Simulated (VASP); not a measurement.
# Lu (P2_1/m) in VASP: further runs, part 2 of 2

VASP 6.6.1. Earlier steps stand in the parts before.

### Step 3. Single point, PBEsol

Contents of INCAR:

```
SYSTEM = Lu
  PREC = Accurate
  ENCUT = 520
  EDIFF = 1E-7
  ISMEAR = -1
  SIGMA = 0.05
  LREAL = .FALSE.
  LASPH = .TRUE.
  NELM = 60
  ALGO = Normal
  ISIF = 2
  LWAVE = .FALSE.
  LCHARG = .FALSE.
  GGA = PS
  NBANDS = 32
```

Contents of KPOINTS:

```
Automatic mesh
0
G
  7 7 4
  0 0 0
```

Contents of POSCAR:

```
Lu
1.0
    3.5031000000      0.0000000000      0.0000000000
   -1.7515500000      3.0337735920      0.0000000000
    0.0000000000      0.0000000000      5.5509000000
Lu
2
Direct
    0.4108585280      0.7888518795      0.2500000000
    1.2558080411      0.2111479254      0.7500000000
```

Potentials or basis: VASP PAW PBE potentials, release 64 (Lu).

Launch:

```sh
> cat potpaw_PBE.64/Lu/POTCAR > POTCAR
> mpirun -np 1 vasp_std > vasp.out
```

OUTCAR:

```text
SYSTEM = Lu
   PREC = Accurate
   ENCUT = 520
   EDIFF = 1E-7
   ISMEAR = -1
   LREAL = .FALSE.
   LASPH = .TRUE.
   NELM = 60
   ISIF = 2
   GGA = PS

 ion  position               nearest neighbor table
   1  0.411  0.789  0.250-   2 3.32   2 3.32   2 3.32   2 3.32   2 3.78   2 3.78
   2  0.256  0.211  0.750-   1 3.32   1 3.32   1 3.32   1 3.32   1 3.78   1 3.78

  LATTYP: Found a hexagonal cell.
 ALAT       =     3.5031000000
 C/A-ratio  =     1.5845679541

  Lattice vectors:

 A1 = (   3.5031000000,   0.0000000000,   0.0000000000)
 A2 = (  -1.7515500000,   3.0337735920,   0.0000000000)
 A3 = (   0.0000000000,   0.0000000000,   5.5509000000)

Analysis of symmetry for initial positions (statically):
=====================================================================
 Subroutine PRICEL returns:
 Original cell was already a primitive cell.

 Routine SETGRP: Setting up the symmetry group for a
 hexagonal supercell.

 Subroutine GETGRP returns: Found  4 space group operations
 (whereof  1 operations were pure point group operations)
 out of a pool of 24 trial point group operations.

The static configuration has the point symmetry C_1 .
 The point group associated with its full space group is C_2h.

Analysis of symmetry for dynamics (positions and initial velocities):
=====================================================================
 Subroutine PRICEL returns:
 Original cell was already a primitive cell.

 Routine SETGRP: Setting up the symmetry group for a
 hexagonal supercell.

 Subroutine GETGRP returns: Found  4 space group operations
 (whereof  1 operations were pure point group operations)
 out of a pool of 24 trial point group operations.

The dynamic configuration has the point symmetry C_1 .
 The point group associated with its full space group is C_2h.

 Subroutine INISYM returns: Found  4 space group operations
 (whereof  1 operations are pure point group operations),
 and found     1 'primitive' translations

[... 108 lines left out ...]
   EFERMI =   0.00;   METHOD = LEGACY
   ISMEAR =    -1;   SIGMA  =   0.05  broadening in eV -4-tet -1-fermi 0-gaus
   EFERMI_NEDOS =   21; number of points for ismear=-14 and -15
   IALGO  =     38    algorithm
   IMIX   =      4    mixing-type and parameters
     AMIX     =   0.40;   BMIX     =  1.00
     AMIX_MAG =   1.60;   BMIX_MAG =  1.00
  volume/ion in A,a.u.               =      29.50       199.05
  Fermi-wavevector in a.u.,A,eV,Ry     =   1.549287  2.927727 32.657919  2.400289
  Thomas-Fermi vector in A             =   2.654115
   LORBIT       =      0    0 simple, 1 ext, 2 COOP (PROOUT), +10 PAW based schemes
   GGA     = PS    functional components
   LHFCALC =     F    Hartree Fock is set to
   AEXX    =    0.0000 exact exchange contribution
   IVDW    =     0    specifies the selected vdW correction
   LEPSILON=     F    determine dielectric tensor
   LRPA    =     F    only Hartree local field effects (RPA)
 non-spin polarized calculation
  energy-cutoff  :      520.00
  volume of cell :       58.99
 maximum number of plane-waves:      1640
 NGX is ok and might be reduce to    28
   NGX = 13   NGY = 13   NGZ = 21

 number of electron      49.9999993 magnetization

 Free energy of the ion-electron system (eV)
  ---------------------------------------------------
  ext. energy  EPLUGINS =         0.00000000
  ---------------------------------------------------
  free energy    TOTEN  =        -9.70826569 eV

  energy without entropy =       -9.68027883  energy(sigma->0) =       -9.69427226

 E-fermi :   2.0738     XC(G=0): -10.7090

 val. band max:        2.0510696083   @ k =  -0.1429   0.2857   0.0000
 cond. band min:       2.0831857865   @ k =  -0.1429   0.4286   0.0000
 fundamental gap:      0.0321161783
 Fermi energy:         2.0737843740

 k-point     1 :       0.0000    0.0000    0.0000
  band No.  band energies     occupation
      1     -54.2016      2.00000
      2     -54.1648      2.00000
      3     -25.1643      2.00000
      4     -24.7454      2.00000
      5     -24.6549      2.00000
      6     -24.6425      2.00000
[... 829 lines left out ...]
     31       6.4803      0.00000
     32       7.4634      0.00000

 [... further k-points ...]

------------------------ aborting loop because EDIFF is reached ----------------------------------------

  FORCE on cell =-STRESS in cart. coord.  units (eV):
  Direction    XX          YY          ZZ          XY          YZ          ZX
  --------------------------------------------------------------------------------------
  -------------------------------------------------------------------------------------
  Total       -1.4424738     -0.8850986     -0.7660301     -0.4823872      0.0000000      0.0000000
  in kB      -39.1759397    -24.0382670    -20.8045008    -13.1010846      0.0000000      0.0000000
  external PRESSURE =     -28.0062359 kB  Pullay stress =       0.0000000 kB

 VOLUME and BASIS-vectors are now :
 -----------------------------------------------------------------------------
  energy-cutoff  :      520.00
  volume of cell :       58.99
      direct lattice vectors                 reciprocal lattice vectors
     3.503100000  0.000000000  0.000000000     0.285461448  0.164811244  0.000000000
    -1.751550000  3.033773592  0.000000000     0.000000000  0.329622488  0.000000000
     0.000000000  0.000000000  5.550900000     0.000000000  0.000000000  0.180150967

 POSITION                                       TOTAL-FORCE (eV/Angst)
 -----------------------------------------------------------------------------------
      0.05756      2.39320      1.38773         0.455944      0.262034      0.000000
      0.52629      0.64058      4.16318        -0.455944     -0.262034      0.000000
 -----------------------------------------------------------------------------------
    total drift:                               -0.000856      0.001419     -0.000000

  FREE ENERGIE OF THE ION-ELECTRON SYSTEM (eV)
  ---------------------------------------------------
  free  energy   TOTEN  =        -9.7082656899 eV

  energy  without entropy=       -9.6802788282  energy(sigma->0) =       -9.69427226
```

OSZICAR:

```text
N       E                     dE             d eps       ncg     rms          rms(c)
DAV:   1     0.244546662604E+03    0.24455E+03   -0.19103E+04  6920   0.510E+03
DAV:   2     0.199758056797E+02   -0.22457E+03   -0.21635E+03  5272   0.567E+02
DAV:   3    -0.731988558571E+01   -0.27296E+02   -0.26850E+02  6920   0.117E+02
DAV:   4    -0.983617134858E+01   -0.25163E+01   -0.24987E+01  7480   0.246E+01
DAV:   5    -0.990771059683E+01   -0.71539E-01   -0.71512E-01  7288   0.428E+00    0.494E+00
DAV:   6    -0.974740895107E+01    0.16030E+00   -0.50328E-01  7464   0.926E+00    0.226E+00
DAV:   7    -0.971165452969E+01    0.35754E-01   -0.10330E-01  7184   0.193E+00    0.451E-01
DAV:   8    -0.970808578823E+01    0.35687E-02   -0.13050E-02  7728   0.923E-01    0.135E-01
DAV:   9    -0.970826367649E+01   -0.17789E-03   -0.14287E-03  6832   0.263E-01    0.800E-02
DAV:  10    -0.970826545707E+01   -0.17806E-05   -0.23527E-04  7528   0.126E-01    0.693E-03
DAV:  11    -0.970826646549E+01   -0.10084E-05   -0.89383E-06  6680   0.226E-02    0.886E-03
DAV:  12    -0.970826579795E+01    0.66753E-06   -0.11168E-06  5888   0.779E-03    0.107E-03
DAV:  13    -0.970826566045E+01    0.13750E-06   -0.56485E-08  3800   0.289E-03    0.292E-04
DAV:  14    -0.970826568994E+01   -0.29495E-07   -0.17271E-08  3848   0.124E-03
   1 F= -.97082657E+01 E0= -.96942723E+01  d E =-.279869E-01
```

stdout:

```text
POSCAR found type information on POSCAR Lu
 POSCAR found :  1 types and       2 ions
 scaLAPACK will be used
 -----------------------------------------------------------------------------
|                                                                             |
|                                                                             |
|     You enforced a specific xc type in the INCAR file but a different       |
|     I HOPE YOU KNOW WHAT YOU ARE DOING!                                     |
|                                                                             |
 -----------------------------------------------------------------------------

 LDA part: xc-table for (Slater+PW92), standard interpolation
 POSCAR, INCAR and KPOINTS ok, starting setup
 FFT: planning ... GRIDC
 FFT: planning ... GRID_SOFT
 FFT: planning ... GRID
 WAVECAR not read
 entering main loop
```

Wall time 2.7 min (1 thread of Intel Xeon Platinum 8259CL at 2.50GHz (Skylake/Cascade Lake), shared host); peak memory 0.25 GiB.

What came out:

```yaml
Free_energy: -9.7083 eV
Pressure: -2.8 GPa
Largest_force: 0.526 eV/Å
Band_gap_on_the_k_mesh: zero (bands 25 and 26 overlap by 1.54 eV)
```

Forces in eV/Å, atoms in the order of the input:
```
Lu   0.456  0.262  0.000
Lu  -0.456 -0.262  0.000
```

Levels at points of the mesh, in eV from the Fermi level:
```csv
k point,band 22,band 23,band 24,band 25,band 26,band 27,band 28,band 29
"(0.00, 0.00, 0.00)",-4.92,-4.92,-2.46,0.52,1.53,1.92,2.49,2.62
"(0.00, 0.00, 0.50)",-4.92,-4.41,-4.41,1.05,1.05,2.16,2.16,2.35
```

Caveat: the PAW data sets were made with another functional, which shifts forces and pressure a little; spin-orbit coupling is left out, which moves the levels of the heavy elements.

### Step 4. Single point, PBEsol

Contents of INCAR:

```
ALGO     = Normal         # electronic algorithm
EDIFF    = 1E-7           # SCF threshold, eV
ENCUT    = 520            # plane-wave cutoff, eV
GGA      = PS             # functional
ISIF     = 2              # what is computed and relaxed
ISMEAR   = -1             # smearing method
LASPH    = True           # aspherical terms in the spheres
LCHARG   = False          # write CHGCAR
LREAL    = False          # projectors in reciprocal space
LWAVE    = False          # write WAVECAR
NBANDS   = 32             # bands
NELM     = 60             # most SCF steps
PREC     = Accurate       # precision mode
SIGMA    = 0.05           # smearing width, eV
```

Contents of KPOINTS:

```
k-points
0
Gamma
  7 7 4
```

Contents of POSCAR:

```
Lu
1.0
    3.5031000000      0.0000000000      0.0000000000
   -1.7515500000      3.0337735920      0.0000000000
    0.0000000000      0.0000000000      5.5509000000
Lu
2
Direct
    0.3720942052      0.7279313808      0.2500000000
    1.4612390306      0.2720684240      0.7500000000
```

Launch:

```sh
> cat potpaw_PBE.64/Lu/POTCAR > POTCAR
> mpirun -np 1 vasp_std > vasp.out
```

It took 2.2 min on 1 thread of Intel Xeon Platinum 8259CL at 2.50GHz (Skylake/Cascade Lake), shared host; peak memory 0.26 GiB.

It converged, with:

```yaml
Free_energy: -9.6082 eV
Pressure: -2.6 GPa
Largest_force: 0.437 eV/Å
Band_gap_on_the_k_mesh: zero (bands 25 and 26 overlap by 1.68 eV)
```

Forces in eV/Å, atoms in the order of the input:
```
Lu  -0.377 -0.221  0.000
Lu   0.377  0.221  0.000
```

Stress tensor (GPa, compression positive):
```
-4.38 -1.55  0.00
-1.55 -2.58  0.00
 0.00  0.00 -0.86
```

Levels at points of the mesh, in eV from the Fermi level:
| k point | band 21 | band 22 | band 23 | band 24 | band 25 | band 26 | band 27 | band 28 | band 29 | band 30 |
| --- | --- | --- | --- | --- | --- | --- | --- | --- | --- | --- |
| (0.00, 0.00, 0.00) | -4.97 | -4.95 | -4.95 | -2.49 | 0.51 | 1.26 | 1.85 | 2.43 | 2.58 | 3.30 |
| (0.00, 0.00, 0.50) | -4.95 | -4.95 | -4.43 | -4.43 | 1.02 | 1.02 | 2.29 | 2.29 | 2.43 | 2.43 |

Caveat: the PAW data sets were made with another functional, which shifts forces and pressure a little; spin-orbit coupling is left out, which moves the levels of the heavy elements.

### Step 5. Summary

```csv
cell,gap on the mesh (eV),pressure (GPa),largest force (eV/Å)
"as given, atomic positions A",none,-3.0,0.36
"as given, atomic positions B",none,-2.8,0.53
"as given, atomic positions C",none,-2.6,0.44
```

Alike in all rows: task single point; level PBEsol; potentials or basis VASP PAW PBE potentials, release 64 (Lu); no spin polarisation; k mesh 7 × 7 × 4; cutoff (eV) 520; smearing fermi-dirac 0.05 eV.

Caveats: the PAW data sets were made with another functional, which shifts forces and pressure a little; spin-orbit coupling is left out, which moves the levels of the heavy elements; the cell stands under tension (at least some runs).

Total energies depend on the potentials used, so only differences within one code and one set of settings carry meaning.
